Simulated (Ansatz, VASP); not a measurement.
## Tl: VASP beside Ansatz

```
Tl
1.0
     3.65923    0.00000    0.00000
    -1.82962    3.16899    0.00000
     0.00000    0.00000    5.70776
Tl
2
Direct
  0.33333 0.66667 0.25000
  0.66667 0.33333 0.75000
```

Alike in both runs: functional revPBE; k mesh 11 × 11 × 6; occupations fermi-dirac, width 0.1 eV; no spin polarisation.

Ansatz relaxed the structure, and its values are those at the end. VASP's run is a single point on that final structure, the one shown.

|  | VASP | Ansatz |
| --- | --- | --- |
| version | VASP 6.6.1 | Ansatz 0.2.0 |
| potentials or method | VASP PAW PBE potentials, release 64 (Tl_d), cutoff 520 eV | plane waves (420 eV) with PAW, scalar-relativistic |
| valence electrons in the cell | 26 | 26 |

|  | VASP | Ansatz | Ansatz less VASP |
| --- | --- | --- | --- |
| pressure (GPa) | -0.1 | 0.0 | +0.06 |

VASP's potentials were made for PBE, not for revPBE.

Spin-orbit coupling is off throughout.
